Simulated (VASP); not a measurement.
Runs of VASP 6.6.1 on AlN. The structure is that of space group Fm-3m (No. 225), or close to it. The cells are those of the table. 

```csv
cell,gap on the mesh (eV),pressure (GPa)
"a = 2.822, b = 2.822, c = 2.718 Å, angles 61.2, 61.2, 57.6°, 2 atoms",(a),33.1
"a = 2.768, b = 2.768, c = 2.820 Å, angles 59.4, 59.4, 61.3°, 2 atoms",4.81,(c)
"a = 2.803, b = 2.803, c = 2.751 Å, angles 60.6, 60.6, 58.8°, 2 atoms",4.89,30.8
"a = 2.785 Å, angles 60.0°, 2 atoms",(b),30.0
```

Alike in all rows: task single point; level PBE; potentials or basis VASP PAW PBE potentials, release 64 (Al, N); no spin polarisation; k mesh 8 × 8 × 8; cutoff (eV) 600; smearing gaussian 0.05 eV.

Task: Fill in the values left out.

Result: (a) 4.70; (b) 5.16; (c) 30.9.

A k mesh can miss the band edges.
